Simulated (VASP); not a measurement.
# TiO2 (P4_2/mnm) in VASP: a series of runs

The runs below take TiO2 through single point, with PBE.

All numbers are computed with VASP 6.6.1; they aren't measurements. Logs are shortened: lines on timing, memory, paths and dates and some standing lists are left out, and cuts for length are marked.

## Step 1: The cell of the first run

The structure is tetragonal, space group P4_2/mnm (No. 136). The conventional cell has a = 4.529 Å, b = 4.529 Å, c = 2.928 Å, α = 90.00°, β = 90.00°, γ = 90.00°. Within 2.6 Å of Ti (site symmetry mmm) lie 6 O at 1.93 to 1.94 Å. Within 2.6 Å of O (site symmetry m2m) lie 3 Ti at 1.93 to 1.94 Å and 1 O at 2.52 Å.

## Step 2: Single point, PBE (10.01 Å³/atom)

INCAR reads:

```
  PREC = Accurate
  ENCUT = 520
  EDIFF = 1E-6
  ISMEAR = 0
  SIGMA = 0.02
  LREAL = False
  LASPH = True
  NELM = 100
  ALGO = Normal
  ISIF = 2
  LWAVE = False
  LCHARG = True
  GGA = PE
  LELF = True
  LVHAR = True
  NBANDS = 33
```

KPOINTS reads:

```
Automatic mesh
0
Gamma
  6 6 10
```

POSCAR reads:

```
TiO2
1.0
    4.5293088210      0.0000000000      0.0000000000
    0.0000000000      4.5293088210      0.0000000000
    0.0000000000      0.0000000000      2.9280178066
Ti O
2 4
Direct
    0.0000000000      0.0000000000      0.0000000000
    0.5000000000      0.5000000000      0.5000000000
    0.3030353097      0.3030353097      0.0000000000
    0.1969646903      0.8030353097      0.5000000000
    0.6969646903      0.6969646903      0.0000000000
    0.8030353097      0.1969646903      0.5000000000
```

Potentials or basis: VASP PAW PBE potentials, release 64 (Ti_sv, O).

Started as:

```bash
cat potpaw_PBE.64/Ti_sv/POTCAR potpaw_PBE.64/O/POTCAR > POTCAR
mpirun -np 1 vasp_std > vasp.out
```

OUTCAR:

```text
PREC = Accurate
   ENCUT = 520
   EDIFF = 1E-6
   ISMEAR = 0
   LREAL = False
   LASPH = True
   NELM = 100
   ISIF = 2
   GGA = PE

 ion  position               nearest neighbor table
   1  0.000  0.000  0.000-   4 1.93   6 1.93   4 1.93   6 1.93   5 1.94   3 1.94
   2  0.500  0.500  0.500-   3 1.93   5 1.93   3 1.93   5 1.93   4 1.94   6 1.94
   3  0.303  0.303  0.000-   2 1.93   2 1.93   1 1.94
   4  0.197  0.803  0.500-   1 1.93   1 1.93   2 1.94
   5  0.697  0.697  0.000-   2 1.93   2 1.93   1 1.94
   6  0.803  0.197  0.500-   1 1.93   1 1.93   2 1.94

  LATTYP: Found a simple tetragonal cell.
 ALAT       =     4.5293088210
 C/A-ratio  =     0.6464601824

  Lattice vectors:

 A1 = (   4.5293088210,   0.0000000000,   0.0000000000)
 A2 = (   0.0000000000,   4.5293088210,   0.0000000000)
 A3 = (   0.0000000000,   0.0000000000,   2.9280178066)

Analysis of symmetry for initial positions (statically):
=====================================================================
 Subroutine PRICEL returns:
 Original cell was already a primitive cell.

 Routine SETGRP: Setting up the symmetry group for a
 simple tetragonal supercell.

 Subroutine GETGRP returns: Found 16 space group operations
 (whereof  8 operations were pure point group operations)
 out of a pool of 16 trial point group operations.

The static configuration has the point symmetry D_2h.
 The point group associated with its full space group is D_4h.

Analysis of symmetry for dynamics (positions and initial velocities):
=====================================================================
 Subroutine PRICEL returns:
 Original cell was already a primitive cell.

 Routine SETGRP: Setting up the symmetry group for a
 simple tetragonal supercell.

 Subroutine GETGRP returns: Found 16 space group operations
 (whereof  8 operations were pure point group operations)
 out of a pool of 16 trial point group operations.

The dynamic configuration has the point symmetry D_2h.
 The point group associated with its full space group is D_4h.

 Subroutine INISYM returns: Found 16 space group operations
 (whereof  8 operations are pure point group operations),
 and found     1 'primitive' translations

----------------------------------------------------------------------------------------

                                     Primitive cell

  volume of cell :      60.0672

  direct lattice vectors                    reciprocal lattice vectors
     4.529308821  0.000000000  0.000000000     0.220784239  0.000000000  0.000000000
     0.000000000  4.529308821  0.000000000     0.000000000  0.220784239  0.000000000
     0.000000000  0.000000000  2.928017807     0.000000000  0.000000000  0.341527978

  length of vectors
     4.529308821  4.529308821  2.928017807     0.220784239  0.220784239  0.341527978

  position of ions in fractional coordinates (direct lattice)
     0.000000000  0.000000000  0.000000000
     0.500000000  0.500000000  0.500000000
     0.303035310  0.303035310  0.000000000
     0.196964690  0.803035310  0.500000000
     0.696964690  0.696964690  0.000000000
     0.803035310  0.196964690  0.500000000

  ion indices of the primitive-cell ions
   primitive index   ion index
                 1           1
                 2           2
                 3           3
                 4           4
                 5           5
                 6           6

----------------------------------------------------------------------------------------

 KPOINTS: Automatic mesh

Automatic generation of k-mesh.
 Grid dimensions read from file:
 generate k-points for:    6    6   10

 Generating k-lattice:

  Cartesian coordinates                     Fractional coordinates (reciprocal lattice)
     0.036797373  0.000000000  0.000000000     0.166666667  0.000000000  0.000000000
     0.000000000  0.036797373  0.000000000     0.000000000  0.166666667  0.000000000
     0.000000000  0.000000000  0.034152798     0.000000000  0.000000000  0.100000000

  Length of vectors
     0.036797373  0.036797373  0.034152798

  Shift w.r.t. Gamma in fractional coordinates (k-lattice)
     0.000000000  0.000000000  0.000000000

 Subroutine IBZKPT returns following result:
 ===========================================

 Found     60 irreducible k-points:

 Following reciprocal coordinates:
            Coordinates               Weight
  0.000000  0.000000  0.000000      1.000000
  0.166667  0.000000  0.000000      4.000000
  0.333333  0.000000  0.000000      4.000000
  0.500000  0.000000  0.000000      2.000000
  0.166667  0.166667  0.000000      4.000000
  0.333333  0.166667  0.000000      8.000000
[... 16 lines left out ...]
  0.333333  0.000000  0.200000      8.000000
  0.500000  0.000000  0.200000      4.000000
 [... further k-points ...]
   k-points           NKPTS =     60   k-points in BZ     NKDIM =     60   number of bands    NBANDS=     33
   number of dos      NEDOS =    301   number of ions     NIONS =      6
   total plane-waves  NPLWV =  31104
   dimension x,y,z NGX =    36 NGY =   36 NGZ =   24
   dimension x,y,z NGXF=    72 NGYF=   72 NGZF=   48
   ions per type =               2   4
   NGX,Y,Z   is equivalent  to a cutoff of  13.21, 13.21, 13.63 a.u.
   NGXF,Y,Z  is equivalent  to a cutoff of  26.43, 26.43, 27.25 a.u.
 SYSTEM =  unknown system
   PREC   = accura    normal or accurate (medium, high low for compatibility)
   ISTART =      0    job   : 0-new  1-cont  2-samecut
   ICHARG =      2    charge: 1-file 2-atom 10-const
   ISPIN  =      1    spin polarized calculation?
   LNONCOLLINEAR =      F non collinear calculations
   LSORBIT =      F    spin-orbit coupling
   LASPH  =      T    aspherical Exc in radial PAW
   ENCUT  =  520.0 eV  38.22 Ry    6.18 a.u.   8.42  8.42  5.44*2*pi/ulx,y,z
   NELM   =    100;   NELMIN=  2; NELMDL= -5     # of ELM steps
   EDIFF  = 0.1E-05   stopping-criterion for ELM
   LREAL  =      F    real-space projection
   EDIFFG = 0.1E-04   stopping-criterion for IOM
   NSW    =      0    number of steps for IOM
   IBRION =     -1    ionic relax: 0-MD 1-quasi-New 2-CG
   NFREE  =      0    steps in history (QN), initial steepest desc. (CG)
   ISIF   =      2    stress and relaxation
   ISYM   =      2    0-nonsym 1-usesym 2-fastsym
   POTIM  = 0.5000    time-step for ionic-motion
   TEBEG  =    0.0;   TEEND  =   0.0 temperature during run
   PSTRESS=    0.0 pullay stress
   NELECT =      48.0000    total number of electrons
   NUPDOWN=      -1.0000    fix difference up-down
   EMIN   =  10.00;   EMAX   =-10.00  energy-range for DOS
   EFERMI =   0.00;   METHOD = LEGACY
   ISMEAR =     0;   SIGMA  =   0.02  broadening in eV -4-tet -1-fermi 0-gaus
   EFERMI_NEDOS =   21; number of points for ismear=-14 and -15
   IALGO  =     38    algorithm
   IMIX   =      4    mixing-type and parameters
     AMIX     =   0.40;   BMIX     =  1.00
     AMIX_MAG =   1.60;   BMIX_MAG =  1.00
  volume/ion in A,a.u.               =      10.01        67.56
  Fermi-wavevector in a.u.,A,eV,Ry     =   1.519181  2.870835 31.401015  2.307909
  Thomas-Fermi vector in A             =   2.628201
   LORBIT       =      0    0 simple, 1 ext, 2 COOP (PROOUT), +10 PAW based schemes
   GGA     = PE    functional components
   LHFCALC =     F    Hartree Fock is set to
   AEXX    =    0.0000 exact exchange contribution
   IVDW    =     0    specifies the selected vdW correction
   LEPSILON=     F    determine dielectric tensor
   LRPA    =     F    only Hartree local field effects (RPA)
 non-spin polarized calculation
 Gauss-broadening in eV      SIGMA  =   0.02
  energy-cutoff  :      520.00
  volume of cell :       60.07
 maximum number of plane-waves:      1640
 NGX is ok and might be reduce to    36
   NGX = 17   NGY = 17   NGZ = 11

 number of electron      47.9999993 magnetization

 Free energy of the ion-electron system (eV)
  ---------------------------------------------------
  ext. energy  EPLUGINS =         0.00000000
  ---------------------------------------------------
  free energy    TOTEN  =       -53.48949438 eV

  energy without entropy =      -53.48949438  energy(sigma->0) =      -53.48949438

 E-fermi :   5.4115     XC(G=0): -11.6250

 val. band max:        5.3026285762   @ k =   0.0000   0.0000   0.0000
 cond. band min:       7.1870899169   @ k =   0.0000   0.0000   0.0000
 fundamental gap:      1.8844613407
 Fermi energy:         5.4115451201

 k-point     1 :       0.0000    0.0000    0.0000
  band No.  band energies     occupation
      1     -51.5415      2.00000
      2     -51.5202      2.00000
      3     -27.8892      2.00000
      4     -27.8892      2.00000
      5     -27.6964      2.00000
      6     -27.6964      2.00000
[... 25 lines left out ...]
     32      12.1220      0.00000
     33      12.1221      0.00000

 k-point     2 :       0.1667    0.0000    0.0000
  band No.  band energies     occupation
      1     -51.5401      2.00000
      2     -51.5216      2.00000
      3     -27.8783      2.00000
      4     -27.8772      2.00000
      5     -27.7099      2.00000
      6     -27.7087      2.00000
[... 25 lines left out ...]
     32      12.0151      0.00000
     33      12.0382      0.00000

 k-point     3 :       0.3333    0.0000    0.0000
  band No.  band energies     occupation
      1     -51.5361      2.00000
      2     -51.5254      2.00000
      3     -27.8485      2.00000
      4     -27.8453      2.00000
      5     -27.7446      2.00000
      6     -27.7413      2.00000
[... 25 lines left out ...]
     32      11.7995      0.00000
     33      11.8446      0.00000

 k-point     4 :       0.5000    0.0000    0.0000
  band No.  band energies     occupation
      1     -51.5308      2.00000
      2     -51.5308      2.00000
      3     -27.8182      2.00000
      4     -27.8182      2.00000
      5     -27.7731      2.00000
      6     -27.7731      2.00000
[... 673 lines left out ...]
     32      11.4289      0.00000
     33      11.6193      0.00000

 k-point    23 :       0.3333    0.0000    0.2000
  band No.  band energies     occupation
      1     -51.5192      2.00000
      2     -51.5106      2.00000
      3     -27.8495      2.00000
      4     -27.8252      2.00000
      5     -27.7975      2.00000
      6     -27.7783      2.00000
[... 25 lines left out ...]
     32      11.0274      0.00000
     33      11.6424      0.00000

 k-point    24 :       0.5000    0.0000    0.2000
  band No.  band energies     occupation
      1     -51.5149      2.00000
      2     -51.5149      2.00000
      3     -27.8387      2.00000
      4     -27.8387      2.00000
      5     -27.7738      2.00000
      6     -27.7738      2.00000
[... 25 lines left out ...]
     32      10.8528      0.00000
     33      12.1057      0.00000

 [... further k-points ...]

------------------------ aborting loop because EDIFF is reached ----------------------------------------

  FORCE on cell =-STRESS in cart. coord.  units (eV):
  Direction    XX          YY          ZZ          XY          YZ          ZX
  --------------------------------------------------------------------------------------
  -------------------------------------------------------------------------------------
  Total        5.7648136      5.7648136      5.9157598      0.0000000      0.0000000      0.0000000
  in kB      153.7652763    153.7652763    157.7914751      0.0000000      0.0000000      0.0000000
  external PRESSURE =     155.1073426 kB  Pullay stress =       0.0000000 kB

 VOLUME and BASIS-vectors are now :
 -----------------------------------------------------------------------------
  energy-cutoff  :      520.00
  volume of cell :       60.07
      direct lattice vectors                 reciprocal lattice vectors
     4.529308821  0.000000000  0.000000000     0.220784239  0.000000000  0.000000000
     0.000000000  4.529308821  0.000000000     0.000000000  0.220784239  0.000000000
     0.000000000  0.000000000  2.928017807     0.000000000  0.000000000  0.341527978

 POSITION                                       TOTAL-FORCE (eV/Angst)
 -----------------------------------------------------------------------------------
      0.00000      0.00000      0.00000        -0.000000      0.000000      0.000000
      2.26465      2.26465      1.46401        -0.000000      0.000000      0.000000
      1.37254      1.37254      0.00000        -0.011179     -0.011179      0.000000
      0.89211      3.63719      1.46401         0.011179     -0.011179      0.000000
      3.15677      3.15677      0.00000         0.011179      0.011179      0.000000
      3.63719      0.89211      1.46401        -0.011179      0.011179      0.000000
 -----------------------------------------------------------------------------------
    total drift:                                0.000000      0.000000      0.000000

  FREE ENERGIE OF THE ION-ELECTRON SYSTEM (eV)
  ---------------------------------------------------
  free  energy   TOTEN  =       -53.4894943781 eV

  energy  without entropy=      -53.4894943781  energy(sigma->0) =      -53.48949438
```

It took 5.1 min on 1 thread of Intel Xeon 8259CL, shared host; peak memory 0.23 GiB.

What came out:

| Property | Result |
| --- | --- |
| Free energy | -53.4895 eV |
| Pressure | 15.5 GPa |
| Largest force | 0.016 eV/Å |
| Band gap on the k mesh | 1.88 eV |

Forces on the atoms (eV/Å):
```
Ti   0.000  0.000  0.000
Ti   0.000  0.000  0.000
O   -0.011 -0.011  0.000
O    0.011 -0.011  0.000
O    0.011  0.011  0.000
O   -0.011  0.011  0.000
```

Levels at points of the mesh, in eV from the valence-band top:
| k point | band 21 | band 22 | band 23 | band 24 | band 25 | band 26 | band 27 | band 28 |
| --- | --- | --- | --- | --- | --- | --- | --- | --- |
| (0.00, 0.00, 0.00) | -0.74 | -0.49 | -0.49 | 0.00 | 1.88 | 2.17 | 2.43 | 2.56 |
| (0.50, 0.00, 0.00) | -1.76 | -1.76 | -0.79 | -0.79 | 2.59 | 2.59 | 3.16 | 3.16 |
| (0.50, 0.50, 0.00) | -1.37 | -1.37 | -1.13 | -1.13 | 1.92 | 1.92 | 2.59 | 2.59 |
| (0.00, 0.00, 0.50) | -2.58 | -2.58 | -1.47 | -1.47 | 3.11 | 3.11 | 3.28 | 3.28 |
| (0.50, 0.00, 0.50) | -2.13 | -2.13 | -1.12 | -1.12 | 1.95 | 1.95 | 3.31 | 3.31 |
| (0.50, 0.50, 0.50) | -1.41 | -1.41 | -0.68 | -0.68 | 2.70 | 2.70 | 3.29 | 3.29 |

Caveat: the cell stands under pressure.

## Step 3: Single point, PBE (10.33 Å³/atom)

This run uses another cell than the first one, of 10.33 Å³/atom.

INCAR reads:

```
ALGO     = Normal         # electronic algorithm
EDIFF    = 1E-6           # SCF threshold, eV
ENCUT    = 520            # plane-wave cutoff, eV
GGA      = PE             # functional
ISIF     = 2              # what is computed and relaxed
ISMEAR   = 0              # smearing method
LASPH    = True           # aspherical terms in the spheres
LCHARG   = False          # write CHGCAR
LREAL    = False          # projectors in reciprocal space
LWAVE    = False          # write WAVECAR
NBANDS   = 33             # bands
NELM     = 80             # most SCF steps
PREC     = Accurate       # precision mode
SIGMA    = 0.02           # smearing width, eV
```

KPOINTS reads:

```
k-points
0
Gamma
  6 6 10
```

POSCAR reads:

```
TiO2
1.0
    4.5854700895      0.0000000000      0.0000000000
    0.0000000000      4.5854700895      0.0000000000
    0.0000000000      0.0000000000      2.9479066754
Ti O
2 4
Direct
    0.0000000000      0.0000000000      0.0000000000
    0.5000000000      0.5000000000      0.5000000000
    0.3040074520      0.3040074520      0.0000000000
    0.1959925480      0.8040074520      0.5000000000
    0.6959925480      0.6959925480      0.0000000000
    0.8040074520      0.1959925480      0.5000000000
```

Potentials or basis: VASP PAW PBE potentials, release 64 (Ti_sv, O).

Started as:

```bash
cat potpaw_PBE.64/Ti_sv/POTCAR potpaw_PBE.64/O/POTCAR > POTCAR
mpirun -np 1 vasp_std > vasp.out
```

OUTCAR:

```text
EDIFF = 1E-6
   ENCUT = 520
   GGA = PE
   ISIF = 2
   ISMEAR = 0
   LASPH = True
   LREAL = False
   NELM = 80
   PREC = Accurate

 ion  position               nearest neighbor table
   1  0.000  0.000  0.000-   4 1.95   6 1.95   4 1.95   6 1.95   5 1.97   3 1.97
   2  0.500  0.500  0.500-   3 1.95   5 1.95   3 1.95   5 1.95   4 1.97   6 1.97
   3  0.304  0.304  0.000-   2 1.95   2 1.95   1 1.97
   4  0.196  0.804  0.500-   1 1.95   1 1.95   2 1.97
[... 1076 lines left out ...]
  -------------------------------------------------------------------------------------
  Total        2.8316307      2.8316307      2.9280929      0.0000000      0.0000000      0.0000000
  in kB       73.1923568     73.1923568     75.6857235      0.0000000      0.0000000      0.0000000
  external PRESSURE =      74.0234791 kB  Pullay stress =       0.0000000 kB

 VOLUME and BASIS-vectors are now :
 -----------------------------------------------------------------------------
  energy-cutoff  :      520.00
  volume of cell :       61.98
      direct lattice vectors                 reciprocal lattice vectors
     4.585470090  0.000000000  0.000000000     0.218080149  0.000000000  0.000000000
     0.000000000  4.585470090  0.000000000     0.000000000  0.218080149  0.000000000
     0.000000000  0.000000000  2.947906675     0.000000000  0.000000000  0.339223765

 POSITION                                       TOTAL-FORCE (eV/Angst)
 -----------------------------------------------------------------------------------
      0.00000      0.00000      0.00000         0.000000      0.000000      0.000000
      2.29274      2.29274      1.47395         0.000000      0.000000      0.000000
      1.39402      1.39402      0.00000        -0.018946     -0.018946     -0.000000
      0.89872      3.68675      1.47395         0.018946     -0.018946     -0.000000
      3.19145      3.19145      0.00000         0.018946      0.018946      0.000000
      3.68675      0.89872      1.47395        -0.018946      0.018946      0.000000
 -----------------------------------------------------------------------------------
    total drift:                                0.000000      0.000000      0.000000

  FREE ENERGIE OF THE ION-ELECTRON SYSTEM (eV)
  ---------------------------------------------------
  free  energy   TOTEN  =       -53.6273646557 eV

  energy  without entropy=      -53.6273646557  energy(sigma->0) =      -53.62736466
```

OSZICAR:

```text
N       E                     dE             d eps       ncg     rms          rms(c)
DAV:   1     0.653201791754E+03    0.65320E+03   -0.24300E+04  3960   0.171E+03
DAV:   2     0.249509864282E+02   -0.62825E+03   -0.58031E+03  4316   0.511E+02
DAV:   3    -0.662186156401E+02   -0.91170E+02   -0.89325E+02  5373   0.188E+02
DAV:   4    -0.708678126712E+02   -0.46492E+01   -0.46381E+01  5740   0.405E+01
DAV:   5    -0.710441168963E+02   -0.17630E+00   -0.17628E+00  5268   0.630E+00    0.317E+01
DAV:   6    -0.539000764052E+02    0.17144E+02   -0.74310E+01  5186   0.888E+01    0.109E+01
DAV:   7    -0.538831890034E+02    0.16887E-01   -0.13156E+01  4912   0.326E+01    0.931E+00
DAV:   8    -0.537772669145E+02    0.10592E+00   -0.47168E-01  4940   0.511E+00    0.752E+00
DAV:   9    -0.537922503111E+02   -0.14983E-01   -0.13316E+00  5056   0.137E+01    0.361E+00
DAV:  10    -0.536354329045E+02    0.15682E+00   -0.67369E-01  4938   0.815E+00    0.844E-01
DAV:  11    -0.536289369658E+02    0.64959E-02   -0.29506E-02  4595   0.137E+00    0.507E-01
DAV:  12    -0.536280467566E+02    0.89021E-03   -0.75408E-03  4499   0.895E-01    0.208E-01
DAV:  13    -0.536274057836E+02    0.64097E-03   -0.14078E-03  5388   0.347E-01    0.625E-02
DAV:  14    -0.536273982942E+02    0.74894E-05   -0.89446E-05  5040   0.751E-02    0.495E-02
DAV:  15    -0.536273639604E+02    0.34334E-04   -0.12336E-04  5239   0.981E-02    0.511E-03
DAV:  16    -0.536273648391E+02   -0.87870E-06   -0.10366E-05  4147   0.251E-02    0.632E-03
DAV:  17    -0.536273646557E+02    0.18340E-06   -0.72855E-07  2449   0.108E-02
   1 F= -.53627365E+02 E0= -.53627365E+02  d E =-.245591E-14
```

Wall time 2.7 min (1 thread of Intel Xeon 8259CL, shared host); peak memory 0.24 GiB.

What came out:

```yaml
Free_energy: -53.6274 eV
Pressure: 7.4 GPa
Largest_force: 0.027 eV/Å
Band_gap_on_the_k_mesh: 1.85 eV
```

Forces in eV/Å, atoms in the order of the input:
```
Ti   0.000  0.000  0.000
Ti   0.000  0.000  0.000
O   -0.019 -0.019  0.000
O    0.019 -0.019  0.000
O    0.019  0.019  0.000
O   -0.019  0.019  0.000
```

Stress tensor (GPa, compression positive):
```
7.32 0.00 0.00
0.00 7.32 0.00
0.00 0.00 7.57
```

Caveat: the cell stands under pressure. A k mesh can miss the band edges.
